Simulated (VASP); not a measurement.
# Nd2Y2Cl (P-6m2) in VASP: single point with PBE

Aim: the single point of Nd2Y2Cl with PBE.

Program: VASP 6.6.1. These are calculated values, not measurements. Logs are shortened: lines on timing, memory, paths and dates and some standing lists are left out, and cuts for length are marked.

**1. The cell of the first run**

It takes space group P-6m2 (No. 187, hexagonal). The conventional cell has a = 5.741 Å, b = 5.741 Å, c = 6.454 Å, α = 90.00°, β = 90.00°, γ = 120.00°. Within 4.2 Å of Nd (site symmetry -6m2) lie 5 Y at 3.23 to 3.31 Å and 3 Cl at 3.31 Å. Within 4.2 Å of Nd (site symmetry -6m2) lie 5 Y at 3.23 to 3.31 Å. Within 4.2 Å of Y (site symmetry -6m2) lie 5 Nd at 3.23 to 3.31 Å and 3 Cl at 3.31 Å. Y (site symmetry -6m2) has 5 Nd at 3.23 to 3.31 Å within 4.2 Å. Within 4.4 Å of Cl (site symmetry -6m2) lie 3 Nd at 3.31 Å and 3 Y at 3.31 Å.

The cell was built from a structure type or drawn by symmetry, and may not be a known phase.

**2. Single point, PBE**

File INCAR:

```
PREC = Accurate
ENCUT = 500
EDIFF = 1E-6
ISMEAR = 0
SIGMA = 0.2
LREAL = F
LASPH = T
NELM = 200
ALGO = Normal
ISIF = 2
LWAVE = F
LCHARG = F
GGA = PE
NBANDS = 34
GGA_COMPAT = F
LMAXMIX = 6
```

File KPOINTS:

```
regular mesh
0
Gamma
  4 4 3
```

File POSCAR:

```
Nd2Y2Cl
1.0
    5.7408332518     -0.0000000034      0.0000000000
   -2.8704166230      4.9717074367      0.0000000000
    0.0000000000      0.0000000000      6.4538008201
Nd Y Cl
2 2 1
Direct
    0.3333333333      0.6666666667      0.5000000000
    0.0000000000      0.0000000000      0.0000000000
    0.0000000000      0.0000000000      0.5000000000
    0.3333333333      0.6666666667      0.0000000000
    0.6666666667      0.3333333333      0.5000000000
```

Potentials or basis: VASP PAW PBE potentials, release 64 (Nd_3, Y_sv, Cl), 4f in core.

Command:

```console
> cat potpaw_PBE.64/Nd_3/POTCAR potpaw_PBE.64/Y_sv/POTCAR potpaw_PBE.64/Cl/POTCAR > POTCAR
> mpirun -np 1 vasp_std > vasp.out
```

OUTCAR:

```text
PREC = Accurate
   ENCUT = 500
   EDIFF = 1E-6
   ISMEAR = 0
   LREAL = F
   LASPH = T
   NELM = 200
   ISIF = 2
   GGA = PE

 ion  position               nearest neighbor table
   1  0.333  0.667  0.500-   4 3.23   4 3.23   3 3.31   3 3.31   3 3.31
   2  0.000  0.000  0.000-   3 3.23   3 3.23   4 3.31   4 3.31   4 3.31
   3  0.000  0.000  0.500-   2 3.23   2 3.23   5 3.31   1 3.31   5 3.31   1 3.31   5 3.31   1 3.31

   4  0.333  0.667  0.000-   1 3.23   1 3.23   2 3.31   2 3.31   2 3.31
   5  0.667  0.333  0.500-   3 3.31   3 3.31   3 3.31

  LATTYP: Found a hexagonal cell.
 ALAT       =     5.7408332518
 C/A-ratio  =     1.1241923493

  Lattice vectors:

 A1 = (   5.7408332518,  -0.0000000034,   0.0000000000)
 A2 = (  -2.8704166230,   4.9717074367,   0.0000000000)
 A3 = (   0.0000000000,   0.0000000000,   6.4538008201)

Analysis of symmetry for initial positions (statically):
=====================================================================
 Subroutine PRICEL returns:
 Original cell was already a primitive cell.

 Routine SETGRP: Setting up the symmetry group for a
 hexagonal supercell.

 Subroutine GETGRP returns: Found 12 space group operations
 (whereof 12 operations were pure point group operations)
 out of a pool of 24 trial point group operations.

The static configuration has the point symmetry D_3h.

Analysis of symmetry for dynamics (positions and initial velocities):
=====================================================================
 Subroutine PRICEL returns:
 Original cell was already a primitive cell.

 Routine SETGRP: Setting up the symmetry group for a
 hexagonal supercell.

 Subroutine GETGRP returns: Found 12 space group operations
 (whereof 12 operations were pure point group operations)
 out of a pool of 24 trial point group operations.

The dynamic configuration has the point symmetry D_3h.

 Subroutine INISYM returns: Found 12 space group operations
 (whereof 12 operations are pure point group operations),
 and found     1 'primitive' translations

----------------------------------------------------------------------------------------

                                     Primitive cell

  volume of cell :     184.2027

  direct lattice vectors                    reciprocal lattice vectors
     5.740833252 -0.000000003  0.000000000     0.174190741  0.100569071  0.000000000
    -2.870416623  4.971707437  0.000000000     0.000000000  0.201138143  0.000000000
     0.000000000  0.000000000  6.453800820     0.000000000  0.000000000  0.154947453

  length of vectors
     5.740833252  5.740833252  6.453800820     0.201138143  0.201138143  0.154947453

  position of ions in fractional coordinates (direct lattice)
     0.333333333  0.666666667  0.500000000
     0.000000000  0.000000000  0.000000000
     0.000000000  0.000000000  0.500000000
     0.333333333  0.666666667  0.000000000
     0.666666667  0.333333333  0.500000000

  ion indices of the primitive-cell ions
   primitive index   ion index
                 1           1
                 2           2
                 3           3
                 4           4
                 5           5

----------------------------------------------------------------------------------------

 KPOINTS: regular mesh

Automatic generation of k-mesh.
 Grid dimensions read from file:
 generate k-points for:    4    4    3

 Generating k-lattice:

  Cartesian coordinates                     Fractional coordinates (reciprocal lattice)
     0.043547685  0.025142268  0.000000000     0.250000000 -0.000000000  0.000000000
     0.000000000  0.050284536  0.000000000     0.000000000  0.250000000  0.000000000
     0.000000000  0.000000000  0.051649151     0.000000000  0.000000000  0.333333333

  Length of vectors
     0.050284536  0.050284536  0.051649151

  Shift w.r.t. Gamma in fractional coordinates (k-lattice)
     0.000000000  0.000000000  0.000000000

 Subroutine IBZKPT returns following result:
 ===========================================

 Found      8 irreducible k-points:

 Following reciprocal coordinates:
            Coordinates               Weight
  0.000000  0.000000  0.000000      1.000000
  0.250000 -0.000000  0.000000      6.000000
  0.500000 -0.000000  0.000000      3.000000
  0.250000  0.250000  0.000000      6.000000
  0.000000  0.000000  0.333333      2.000000
  0.250000 -0.000000  0.333333     12.000000
  0.500000 -0.000000  0.333333      6.000000
  0.250000  0.250000  0.333333     12.000000
   k-points           NKPTS =      8   k-points in BZ     NKDIM =      8   number of bands    NBANDS=     34
   number of dos      NEDOS =    301   number of ions     NIONS =      5
   total plane-waves  NPLWV =  84672
   dimension x,y,z NGX =    42 NGY =   42 NGZ =   48
   dimension x,y,z NGXF=    84 NGYF=   84 NGZF=   96
   ions per type =               2   2   1
   NGX,Y,Z   is equivalent  to a cutoff of  12.16, 12.16, 12.36 a.u.
   NGXF,Y,Z  is equivalent  to a cutoff of  24.33, 24.33, 24.73 a.u.
 SYSTEM =  unknown system
   PREC   = accura    normal or accurate (medium, high low for compatibility)
   ISTART =      0    job   : 0-new  1-cont  2-samecut
   ICHARG =      2    charge: 1-file 2-atom 10-const
   ISPIN  =      1    spin polarized calculation?
   LNONCOLLINEAR =      F non collinear calculations
   LSORBIT =      F    spin-orbit coupling
   LASPH  =      T    aspherical Exc in radial PAW
   ENCUT  =  500.0 eV  36.75 Ry    6.06 a.u.  10.47 10.47 11.77*2*pi/ulx,y,z
   NELM   =    200;   NELMIN=  2; NELMDL= -5     # of ELM steps
   EDIFF  = 0.1E-05   stopping-criterion for ELM
   LREAL  =      F    real-space projection
   EDIFFG = 0.1E-04   stopping-criterion for IOM
   NSW    =      0    number of steps for IOM
   IBRION =     -1    ionic relax: 0-MD 1-quasi-New 2-CG
   NFREE  =      0    steps in history (QN), initial steepest desc. (CG)
   ISIF   =      2    stress and relaxation
   ISYM   =      2    0-nonsym 1-usesym 2-fastsym
   POTIM  = 0.5000    time-step for ionic-motion
   TEBEG  =    0.0;   TEEND  =   0.0 temperature during run
   PSTRESS=    0.0 pullay stress
   NELECT =      51.0000    total number of electrons
   NUPDOWN=      -1.0000    fix difference up-down
   EMIN   =  10.00;   EMAX   =-10.00  energy-range for DOS
   EFERMI =   0.00;   METHOD = LEGACY
   ISMEAR =     0;   SIGMA  =   0.20  broadening in eV -4-tet -1-fermi 0-gaus
   EFERMI_NEDOS =   21; number of points for ismear=-14 and -15
   IALGO  =     38    algorithm
   IMIX   =      4    mixing-type and parameters
     AMIX     =   0.40;   BMIX     =  1.00
     AMIX_MAG =   1.60;   BMIX_MAG =  1.00
  volume/ion in A,a.u.               =      36.84       248.61
  Fermi-wavevector in a.u.,A,eV,Ry     =   1.067004  2.016346 15.490211  1.138498
  Thomas-Fermi vector in A             =   2.202607
   LORBIT       =      0    0 simple, 1 ext, 2 COOP (PROOUT), +10 PAW based schemes
   GGA     = PE    functional components
   LHFCALC =     F    Hartree Fock is set to
   AEXX    =    0.0000 exact exchange contribution
   IVDW    =     0    specifies the selected vdW correction
   LEPSILON=     F    determine dielectric tensor
   LRPA    =     F    only Hartree local field effects (RPA)
 non-spin polarized calculation
 Gauss-broadening in eV      SIGMA  =   0.20
  energy-cutoff  :      500.00
  volume of cell :      184.20
 maximum number of plane-waves:      4703
 NGX is ok and might be reduce to    42
   NGX = 21   NGY = 21   NGZ = 23

 number of electron      50.9999999 magnetization

 Free energy of the ion-electron system (eV)
  ---------------------------------------------------
  ext. energy  EPLUGINS =         0.00000000
  ---------------------------------------------------
  free energy    TOTEN  =       -21.80542145 eV

  energy without entropy =      -21.65105679  energy(sigma->0) =      -21.72823912

 E-fermi :   2.4727     XC(G=0):  -8.7026

 val. band max:        2.4695528263   @ k =   0.5000  -0.0000   0.3333
 cond. band min:       2.4883482067   @ k =   0.2500   0.2500   0.0000
 fundamental gap:      0.0187953804
 Fermi energy:         2.4726558014

 k-point     1 :       0.0000    0.0000    0.0000
  band No.  band energies     occupation
      1     -40.8595      2.00000
      2     -40.6031      2.00000
      3     -35.7870      2.00000
      4     -35.6186      2.00000
      5     -20.9266      2.00000
      6     -20.9266      2.00000
[... 26 lines left out ...]
     33       4.4513      0.00000
     34       4.4728      0.00000

 k-point     2 :       0.2500   -0.0000    0.0000
  band No.  band energies     occupation
      1     -40.8593      2.00000
      2     -40.6029      2.00000
      3     -35.7876      2.00000
      4     -35.6192      2.00000
      5     -20.9296      2.00000
      6     -20.9209      2.00000
[... 26 lines left out ...]
     33       4.1271      0.00000
     34       4.5839      0.00000

 k-point     3 :       0.5000   -0.0000    0.0000
  band No.  band energies     occupation
      1     -40.8591      2.00000
      2     -40.6027      2.00000
      3     -35.7881      2.00000
      4     -35.6199      2.00000
      5     -20.9326      2.00000
      6     -20.9155      2.00000
[... 26 lines left out ...]
     33       4.5758      0.00000
     34       5.1440      0.00000

 k-point     4 :       0.2500    0.2500    0.0000
  band No.  band energies     occupation
      1     -40.8591      2.00000
      2     -40.6027      2.00000
      3     -35.7881      2.00000
      4     -35.6199      2.00000
      5     -20.9369      2.00000
      6     -20.9112      2.00000
[... 26 lines left out ...]
     33       4.6274      0.00000
     34       4.7228      0.00000

 k-point     5 :       0.0000    0.0000    0.3333
  band No.  band energies     occupation
      1     -40.8593      2.00000
      2     -40.6028      2.00000
      3     -35.7880      2.00000
      4     -35.6196      2.00000
      5     -20.9257      2.00000
      6     -20.9257      2.00000
[... 26 lines left out ...]
     33       4.3524      0.00000
     34       4.4723      0.00000

 k-point     6 :       0.2500   -0.0000    0.3333
  band No.  band energies     occupation
      1     -40.8591      2.00000
      2     -40.6026      2.00000
      3     -35.7886      2.00000
      4     -35.6202      2.00000
      5     -20.9286      2.00000
      6     -20.9203      2.00000
[... 26 lines left out ...]
     33       4.0352      0.00000
     34       4.6700      0.00000

 k-point     7 :       0.5000   -0.0000    0.3333
  band No.  band energies     occupation
      1     -40.8589      2.00000
      2     -40.6024      2.00000
      3     -35.7892      2.00000
      4     -35.6209      2.00000
      5     -20.9315      2.00000
      6     -20.9150      2.00000
[... 26 lines left out ...]
     33       4.0093      0.00000
     34       4.9543      0.00000

 k-point     8 :       0.2500    0.2500    0.3333
  band No.  band energies     occupation
      1     -40.8589      2.00000
      2     -40.6024      2.00000
      3     -35.7892      2.00000
      4     -35.6209      2.00000
      5     -20.9357      2.00000
      6     -20.9108      2.00000
[... 26 lines left out ...]
     33       4.3097      0.00000
     34       4.8249      0.00000

------------------------ aborting loop because EDIFF is reached ----------------------------------------

  FORCE on cell =-STRESS in cart. coord.  units (eV):
  Direction    XX          YY          ZZ          XY          YZ          ZX
  --------------------------------------------------------------------------------------
  -------------------------------------------------------------------------------------
  Total        0.4419599      0.4419599      0.2070857     -0.0000000      0.0000000     -0.0000000
  in kB        3.8441241      3.8441241      1.8012110     -0.0000000      0.0000000     -0.0000000
  external PRESSURE =       3.1631530 kB  Pullay stress =       0.0000000 kB

 VOLUME and BASIS-vectors are now :
 -----------------------------------------------------------------------------
  energy-cutoff  :      500.00
  volume of cell :      184.20
      direct lattice vectors                 reciprocal lattice vectors
     5.740833252 -0.000000003  0.000000000     0.174190741  0.100569071  0.000000000
    -2.870416623  4.971707437  0.000000000     0.000000000  0.201138143  0.000000000
     0.000000000  0.000000000  6.453800820     0.000000000  0.000000000  0.154947453

 POSITION                                       TOTAL-FORCE (eV/Angst)
 -----------------------------------------------------------------------------------
      0.00000      3.31447      3.22690        -0.000000      0.000000      0.000000
      0.00000      0.00000      0.00000         0.000000     -0.000000      0.000000
      0.00000      0.00000      3.22690        -0.000000     -0.000000      0.000000
      0.00000      3.31447      0.00000        -0.000000      0.000000      0.000000
      2.87042      1.65724      3.22690         0.000000     -0.000000      0.000000
 -----------------------------------------------------------------------------------
    total drift:                                0.000000     -0.000000     -0.000000

  FREE ENERGIE OF THE ION-ELECTRON SYSTEM (eV)
  ---------------------------------------------------
  free  energy   TOTEN  =       -21.8054214462 eV

  energy  without entropy=      -21.6510567887  energy(sigma->0) =      -21.72823912
```

It took 41 s on 1 thread of Intel Xeon 6975P-C (Granite Rapids), shared host; peak memory 0.3 GiB.

What came out:

| Property | Result |
| --- | --- |
| Free energy | -21.8054 eV |
| Pressure | 0.3 GPa |
| Band gap on the k mesh | zero (an odd number of electrons rules out a gap without spin polarisation) |

Stress tensor (GPa, compression positive):
```
0.38 0.00 0.00
0.00 0.38 0.00
0.00 0.00 0.18
```

Levels at points of the mesh, in eV from the Fermi level:
```csv
k point,band 22,band 23,band 24,band 25,band 26,band 27,band 28,band 29
"(0.00, 0.00, 0.00)",-0.95,-0.95,-0.78,-0.42,0.14,0.67,0.67,1.10
"(0.50, 0.00, 0.00)",-1.38,-1.35,-0.59,-0.49,0.08,0.12,0.15,0.27
```

Caveat: spin-orbit coupling is left out, which moves the levels of the heavy elements; the 4f electrons are frozen in the core, so they carry no moment and show no levels; an odd number of electrons without spin polarisation forces a metal; a magnetic or distorted state may lie lower; the run has no spin polarisation, though such a crystal can be magnetic. Spin polarisation is off, so any magnetic state and its effect on volume and gap are missing.
